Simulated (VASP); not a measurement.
# Ca (P6_3/mmc) in VASP: further runs

Aim: see how the results for Ca move with the level of theory and the settings. Levels: PBE, r2SCAN. Tasks: single point.

All numbers are computed with VASP 6.6.1; they aren't measurements. Logs are shortened: lines on timing, memory, paths and dates and some standing lists are left out, and cuts for length are marked.

### Step 1. The cell of the first run

Symmetry: P6_3/mmc, No. 194, hexagonal system. The conventional cell has a = 3.905 Å, b = 3.905 Å, c = 13.470 Å, α = 90.00°, β = 90.00°, γ = 120.00°. Within 5.1 Å of Ca (site symmetry -3m) lie 12 Ca at 3.90 to 4.05 Å. Ca (site symmetry -6m2) has 12 Ca at 3.90 to 4.05 Å within 5.1 Å.

This isn't the form of Ca at room conditions, which is fcc.

### Step 2. Single point, PBE (strained)

INCAR

```
PREC = Accurate ; ENCUT = 520
EDIFF = 1E-6 ; ISMEAR = 0
SIGMA = 0.1 ; LREAL = False
LASPH = True ; NELM = 60
ALGO = Fast ; ISIF = 2
LWAVE = False ; LCHARG = False
GGA = PE ; NBANDS = 28
```

KPOINTS

```
regular mesh
0
Gamma
  12 12 4
```

POSCAR

```
Ca
1.0
    3.9046818504      0.0000000000      0.0000000000
   -1.9523409252      3.3815536761      0.0000000000
    0.0000000000      0.0000000000     13.4696508373
Ca
4
Direct
    0.0000000000      0.0000000000      0.0000000000
    0.3333333300      0.6666666700      0.2500000000
    0.0000000000      0.0000000000      0.5000000000
    0.6666666700      0.3333333300      0.7500000000
```

Potentials or basis: VASP PAW PBE potentials, release 64 (Ca_sv).

Command:

```sh
$ cat potpaw_PBE.64/Ca_sv/POTCAR > POTCAR
$ mpirun -np 1 vasp_std > vasp.out
```

OUTCAR:

```text
PREC = Accurate
   ENCUT = 520
   EDIFF = 1E-6
   ISMEAR = 0
   LREAL = False
   LASPH = True
   NELM = 60
   ISIF = 2
   GGA = PE

 ion  position               nearest neighbor table
   1  0.000  0.000  0.000-
   2  0.333  0.667  0.250-
   3  0.000  0.000  0.500-
   4  0.667  0.333  0.750-

  LATTYP: Found a hexagonal cell.
 ALAT       =     3.9046818504
 C/A-ratio  =     3.4496154497

  Lattice vectors:

 A1 = (   3.9046818504,   0.0000000000,   0.0000000000)
 A2 = (  -1.9523409252,   3.3815536761,   0.0000000000)
 A3 = (   0.0000000000,   0.0000000000,  13.4696508373)

Analysis of symmetry for initial positions (statically):
=====================================================================
 Subroutine PRICEL returns:
 Original cell was already a primitive cell.

 Routine SETGRP: Setting up the symmetry group for a
 hexagonal supercell.

 Subroutine GETGRP returns: Found 24 space group operations
 (whereof 12 operations were pure point group operations)
 out of a pool of 24 trial point group operations.

The static configuration has the point symmetry D_3d.
 The point group associated with its full space group is D_6h.

Analysis of symmetry for dynamics (positions and initial velocities):
=====================================================================
 Subroutine PRICEL returns:
 Original cell was already a primitive cell.

 Routine SETGRP: Setting up the symmetry group for a
 hexagonal supercell.

 Subroutine GETGRP returns: Found 24 space group operations
 (whereof 12 operations were pure point group operations)
 out of a pool of 24 trial point group operations.

The dynamic configuration has the point symmetry D_3d.
 The point group associated with its full space group is D_6h.

 Subroutine INISYM returns: Found 24 space group operations
 (whereof 12 operations are pure point group operations),
 and found     1 'primitive' translations

----------------------------------------------------------------------------------------

                                     Primitive cell

  volume of cell :     177.8518

  direct lattice vectors                    reciprocal lattice vectors
     3.904681850  0.000000000  0.000000000     0.256102812  0.147861027  0.000000000
    -1.952340925  3.381553676  0.000000000     0.000000000  0.295722054  0.000000000
     0.000000000  0.000000000 13.469650837     0.000000000  0.000000000  0.074240974

  length of vectors
     3.904681850  3.904681850 13.469650837     0.295722054  0.295722054  0.074240974

  position of ions in fractional coordinates (direct lattice)
     0.000000000  0.000000000  0.000000000
     0.333333330  0.666666670  0.250000000
     0.000000000  0.000000000  0.500000000
     0.666666670  0.333333330  0.750000000

  ion indices of the primitive-cell ions
   primitive index   ion index
                 1           1
                 2           2
                 3           3
                 4           4

----------------------------------------------------------------------------------------

 KPOINTS: regular mesh

Automatic generation of k-mesh.
 Grid dimensions read from file:
 generate k-points for:   12   12    4

 Generating k-lattice:

  Cartesian coordinates                     Fractional coordinates (reciprocal lattice)
     0.021341901  0.012321752  0.000000000     0.083333333  0.000000000  0.000000000
     0.000000000  0.024643505  0.000000000     0.000000000  0.083333333  0.000000000
     0.000000000  0.000000000  0.018560244     0.000000000  0.000000000  0.250000000

  Length of vectors
     0.024643505  0.024643505  0.018560244

  Shift w.r.t. Gamma in fractional coordinates (k-lattice)
     0.000000000  0.000000000  0.000000000

 Subroutine IBZKPT returns following result:
 ===========================================

 Found     57 irreducible k-points:

 Following reciprocal coordinates:
            Coordinates               Weight
  0.000000  0.000000  0.000000      1.000000
  0.083333  0.000000  0.000000      6.000000
  0.166667 -0.000000  0.000000      6.000000
  0.250000  0.000000  0.000000      6.000000
  0.333333 -0.000000  0.000000      6.000000
  0.416667  0.000000  0.000000      6.000000
[... 16 lines left out ...]
  0.250000  0.000000  0.250000     12.000000
  0.333333 -0.000000  0.250000     12.000000
 [... further k-points ...]
   k-points           NKPTS =     57   k-points in BZ     NKDIM =     57   number of bands    NBANDS=     28
   number of dos      NEDOS =    301   number of ions     NIONS =      4
   total plane-waves  NPLWV =  90000
   dimension x,y,z NGX =    30 NGY =   30 NGZ =  100
   dimension x,y,z NGXF=    60 NGYF=   60 NGZF=  200
   ions per type =               4
   NGX,Y,Z   is equivalent  to a cutoff of  12.77, 12.77, 12.34 a.u.
   NGXF,Y,Z  is equivalent  to a cutoff of  25.55, 25.55, 24.68 a.u.
 SYSTEM =  unknown system
   PREC   = accura    normal or accurate (medium, high low for compatibility)
   ISTART =      0    job   : 0-new  1-cont  2-samecut
   ICHARG =      2    charge: 1-file 2-atom 10-const
   ISPIN  =      1    spin polarized calculation?
   LNONCOLLINEAR =      F non collinear calculations
   LSORBIT =      F    spin-orbit coupling
   LASPH  =      T    aspherical Exc in radial PAW
   ENCUT  =  520.0 eV  38.22 Ry    6.18 a.u.   7.26  7.26 25.04*2*pi/ulx,y,z
   NELM   =     60;   NELMIN=  2; NELMDL= -5     # of ELM steps
   EDIFF  = 0.1E-05   stopping-criterion for ELM
   LREAL  =      F    real-space projection
[... 7 lines left out ...]
   TEBEG  =    0.0;   TEEND  =   0.0 temperature during run
   PSTRESS=    0.0 pullay stress
   NELECT =      40.0000    total number of electrons
   NUPDOWN=      -1.0000    fix difference up-down
   EMIN   =  10.00;   EMAX   =-10.00  energy-range for DOS
   EFERMI =   0.00;   METHOD = LEGACY
   ISMEAR =     0;   SIGMA  =   0.10  broadening in eV -4-tet -1-fermi 0-gaus
   EFERMI_NEDOS =   21; number of points for ismear=-14 and -15
   IALGO  =     68    algorithm
   IMIX   =      4    mixing-type and parameters
     AMIX     =   0.40;   BMIX     =  1.00
     AMIX_MAG =   1.60;   BMIX_MAG =  1.00
  volume/ion in A,a.u.               =      44.46       300.05
  Fermi-wavevector in a.u.,A,eV,Ry     =   0.995578  1.881370 13.485769  0.991176
  Thomas-Fermi vector in A             =   2.127608
   LORBIT       =      0    0 simple, 1 ext, 2 COOP (PROOUT), +10 PAW based schemes
   GGA     = PE    functional components
   LHFCALC =     F    Hartree Fock is set to
   AEXX    =    0.0000 exact exchange contribution
   IVDW    =     0    specifies the selected vdW correction
   LEPSILON=     F    determine dielectric tensor
   LRPA    =     F    only Hartree local field effects (RPA)
 non-spin polarized calculation
 RMM-DIIS sequential band-by-band and
 Gauss-broadening in eV      SIGMA  =   0.10
  energy-cutoff  :      520.00
  volume of cell :      177.85
 maximum number of plane-waves:      4838
 NGX is ok and might be reduce to    30
   NGX = 15   NGY = 15   NGZ = 51

 number of electron      39.9999987 magnetization

 Free energy of the ion-electron system (eV)
  ---------------------------------------------------
  ext. energy  EPLUGINS =         0.00000000
  ---------------------------------------------------
  free energy    TOTEN  =        -7.66824676 eV

  energy without entropy =       -7.64008630  energy(sigma->0) =       -7.65416653

 E-fermi :   1.7965     XC(G=0):  -7.5744

 val. band max:        1.7918718736   @ k =   0.3333   0.3333   0.5000
 cond. band min:       1.7984474651   @ k =   0.1667  -0.0000   0.2500
 fundamental gap:      0.0065755915
 Fermi energy:         1.7964857564

 k-point     1 :       0.0000    0.0000    0.0000
  band No.  band energies     occupation
      1     -40.3760      2.00000
      2     -40.3740      2.00000
      3     -40.3679      2.00000
      4     -40.3659      2.00000
      5     -21.3924      2.00000
      6     -21.3475      2.00000
[... 20 lines left out ...]
     27       4.0933      0.00000
     28       4.1812      0.00000

 k-point     2 :       0.0833    0.0000    0.0000
  band No.  band energies     occupation
      1     -40.3753      2.00000
      2     -40.3734      2.00000
      3     -40.3673      2.00000
      4     -40.3654      2.00000
      5     -21.3900      2.00000
      6     -21.3476      2.00000
[... 20 lines left out ...]
     27       4.0885      0.00000
     28       4.2039      0.00000

 k-point     3 :       0.1667   -0.0000    0.0000
  band No.  band energies     occupation
      1     -40.3734      2.00000
      2     -40.3717      2.00000
      3     -40.3657      2.00000
      4     -40.3640      2.00000
      5     -21.3831      2.00000
      6     -21.3507      2.00000
[... 20 lines left out ...]
     27       3.9705      0.00000
     28       4.2497      0.00000

 k-point     4 :       0.2500    0.0000    0.0000
  band No.  band energies     occupation
      1     -40.3707      2.00000
      2     -40.3695      2.00000
      3     -40.3634      2.00000
      4     -40.3622      2.00000
      5     -21.3742      2.00000
      6     -21.3696      2.00000
[... 578 lines left out ...]
     27       3.9061      0.00000
     28       4.0463      0.00000

 k-point    23 :       0.2500    0.0000    0.2500
  band No.  band energies     occupation
      1     -40.3706      2.00000
      2     -40.3697      2.00000
      3     -40.3632      2.00000
      4     -40.3623      2.00000
      5     -21.3746      2.00000
      6     -21.3706      2.00000
[... 20 lines left out ...]
     27       3.7538      0.00000
     28       3.9388      0.00000

 k-point    24 :       0.3333   -0.0000    0.2500
  band No.  band energies     occupation
      1     -40.3679      2.00000
      2     -40.3674      2.00000
      3     -40.3610      2.00000
      4     -40.3605      2.00000
      5     -21.3943      2.00000
      6     -21.3893      2.00000
[... 20 lines left out ...]
     27       3.5957      0.00000
     28       3.6711      0.00000

 [... further k-points ...]

------------------------ aborting loop because EDIFF is reached ----------------------------------------

  FORCE on cell =-STRESS in cart. coord.  units (eV):
  Direction    XX          YY          ZZ          XY          YZ          ZX
  --------------------------------------------------------------------------------------
  -------------------------------------------------------------------------------------
  Total       -0.3398680     -0.3398680     -1.9382520     -0.0000000     -0.0000000      0.0000000
  in kB       -3.0616996     -3.0616996    -17.4607358     -0.0000000     -0.0000000      0.0000000
  external PRESSURE =      -7.8613783 kB  Pullay stress =       0.0000000 kB

 VOLUME and BASIS-vectors are now :
 -----------------------------------------------------------------------------
  energy-cutoff  :      520.00
  volume of cell :      177.85
      direct lattice vectors                 reciprocal lattice vectors
     3.904681850  0.000000000  0.000000000     0.256102812  0.147861027  0.000000000
    -1.952340925  3.381553676  0.000000000     0.000000000  0.295722054  0.000000000
     0.000000000  0.000000000 13.469650837     0.000000000  0.000000000  0.074240974

 POSITION                                       TOTAL-FORCE (eV/Angst)
 -----------------------------------------------------------------------------------
      0.00000      0.00000      0.00000        -0.000000     -0.000000      0.000000
     -0.00000      2.25437      3.36741        -0.000000      0.000000     -0.000000
      0.00000      0.00000      6.73483        -0.000000     -0.000000      0.000000
      1.95234      1.12718     10.10224         0.000000     -0.000000      0.000000
 -----------------------------------------------------------------------------------
    total drift:                                0.000000     -0.000000      0.000000

  FREE ENERGIE OF THE ION-ELECTRON SYSTEM (eV)
  ---------------------------------------------------
  free  energy   TOTEN  =        -7.6682467632 eV

  energy  without entropy=       -7.6400863010  energy(sigma->0) =       -7.65416653
```

Wall time 3.4 min (1 thread of AMD EPYC 9R45 (Zen 5), shared host); peak memory 0.38 GiB.

What came out:

| Item | Value |
| --- | --- |
| Free energy | -7.6682 eV |
| Pressure | -0.8 GPa |
| Band gap on the k mesh | zero (bands 20 and 21 overlap by 0.67 eV) |

Caveat: the cell differs from its parent crystal (strained).

### Step 3. Single point, PBE (strained)

INCAR

```
ALGO = Fast ; EDIFF = 1E-6
ENCUT = 520 ; GGA = PE
ISIF = 2 ; ISMEAR = 0
LASPH = True ; LCHARG = True
LELF = True ; LREAL = False
LVHAR = True ; LWAVE = False
NBANDS = 28 ; NELM = 100
PREC = Accurate ; SIGMA = 0.1
```

KPOINTS

```
k-points
0
Gamma
  12 12 4
```

POSCAR

```
Ca
1.0
    4.2083846044      0.0000000000      0.0000000000
   -2.1041923021      3.6445679763      0.0000000000
    0.0000000000      0.0000000000     12.5268370519
Ca
4
Direct
    0.0000000000      0.0000000000      0.0000000000
    0.3333333300      0.6666666700      0.2500000000
    0.0000000000      0.0000000000      0.5000000000
    0.6666666700      0.3333333300      0.7500000000
```

Potentials or basis: VASP PAW PBE potentials, release 64 (Ca_sv).

Command:

```sh
$ cat potpaw_PBE.64/Ca_sv/POTCAR > POTCAR
$ mpirun -np 1 vasp_std > vasp.out
```

Run time: 3.1 min. Hardware: 1 thread of AMD EPYC 9R45 (Zen 5), shared host; peak memory 0.41 GiB.

The run converged. Its results:

* Free energy: -7.5038 eV
* Pressure: -1.7 GPa
* Band gap on the k mesh: zero (bands 20 and 21 overlap by 0.44 eV)

Stress tensor (GPa, compression positive):
```
-2.31  0.00  0.00
 0.00 -2.31  0.00
 0.00  0.00 -0.37
```

Levels at points of the mesh, in eV from the Fermi level:
```
           k point  band 16  band 17  band 18  band 19  band 20  band 21  band 22  band 23  band 24  band 25
(0.00, 0.00, 0.00)   -23.28    -3.83    -2.78    -2.78    -0.69     0.10     1.55     1.59     1.89     1.90
(0.50, 0.00, 0.00)   -23.29    -1.22    -0.98    -0.67    -0.57    -0.12    -0.08     0.45     0.55     1.17
(0.00, 0.00, 0.50)   -23.29    -3.56    -3.56    -1.64    -1.64     0.81     0.81     1.99     1.99     2.02
(0.50, 0.00, 0.50)   -23.30    -1.07    -1.07    -0.73    -0.73     0.07     0.07     0.46     0.46     1.08
```

Caveat: the cell differs from its parent crystal (strained).

### Step 4. Single point, r2SCAN (strained)

POSCAR

```
Ca
1.0
    3.8718341457      0.0000000000      0.0000000000
   -1.9359170728      3.3531067294      0.0000000000
    0.0000000000      0.0000000000     12.5906693803
Ca
4
Direct
    0.0000000000      0.0000000000      0.0000000000
    0.3333333300      0.6666666700      0.2500000000
    0.0000000000      0.0000000000      0.5000000000
    0.6666666700      0.3333333300      0.7500000000
```

INCAR.step1

```
PREC = Accurate
ENCUT = 520
ISMEAR = 0
SIGMA = 0.1
LREAL = F
LASPH = T
NELM = 80
NBANDS = 28
GGA = PE
ALGO = Normal
EDIFF = 1E-4
LWAVE = T
LCHARG = F
```

INCAR.step2

```
PREC = Accurate
ENCUT = 520
EDIFF = 1E-6
ISMEAR = 0
SIGMA = 0.1
LREAL = F
LASPH = T
NELM = 80
ALGO = Normal
ISIF = 2
LWAVE = F
LCHARG = F
METAGGA = R2SCAN
LMIXTAU = T
NBANDS = 28
ISTART = 1
```

KPOINTS

```
Automatic mesh
0
Gamma
  12 12 4
```

Command:

```sh
$ cat potpaw_PBE.64/Ca_sv/POTCAR > POTCAR
$ cp INCAR.step1 INCAR
$ mpirun -np 1 vasp_std > vasp.out
$ cp INCAR.step2 INCAR
$ mpirun -np 1 vasp_std > vasp.out
```

It took 8.8 min on 1 thread of AMD EPYC 9R45 (Zen 5), shared host; peak memory 0.4 GiB.

The run converged. Its results:

- Free energy: -28.0744 eV
- Pressure: 1.2 GPa
- Band gap on the k mesh: zero (bands 20 and 21 overlap by 0.56 eV)

Stress tensor (GPa, compression positive):
```
1.04 0.00 0.00
0.00 1.04 0.00
0.00 0.00 1.48
```

Levels at points of the mesh, in eV from the Fermi level:
| k point | band 18 | band 19 | band 20 | band 21 | band 22 | band 23 |
| --- | --- | --- | --- | --- | --- | --- |
| (0.00, 0.00, 0.00) | -3.28 | -3.28 | -1.00 | -0.28 | 1.63 | 1.65 |
| (0.50, 0.00, 0.00) | -0.92 | -0.68 | -0.62 | -0.09 | 0.03 | 0.55 |
| (0.00, 0.00, 0.50) | -4.11 | -2.07 | -2.07 | 0.65 | 0.65 | 2.40 |
| (0.50, 0.00, 0.50) | -1.00 | -0.72 | -0.72 | 0.06 | 0.06 | 0.55 |

Caveat: the cell differs from its parent crystal (strained); the PAW data sets were made with another functional, which shifts forces and pressure a little.

### Step 5. Overview

| level | cell | gap on the mesh (eV) | pressure (GPa) |
| --- | --- | --- | --- |
| PBE | a = 3.905, b = 3.905, c = 13.470 Å, angles 90.0, 90.0, 120.0°, 4 atoms | none | -0.8 |
| PBE | a = 4.208, b = 4.208, c = 12.527 Å, angles 90.0, 90.0, 120.0°, 4 atoms | none | -1.7 |
| r2SCAN | a = 3.872, b = 3.872, c = 12.591 Å, angles 90.0, 90.0, 120.0°, 4 atoms | none | 1.2 |

Alike in all rows: task single point; potentials or basis VASP PAW PBE potentials, release 64 (Ca_sv); no spin polarisation; k mesh 12 × 12 × 4; cutoff (eV) 520; smearing gaussian 0.1 eV.

Caveats: the PAW data sets were made with another functional, which shifts forces and pressure a little (at least some runs).

Absolute energies hang on the potentials; compare differences alone.
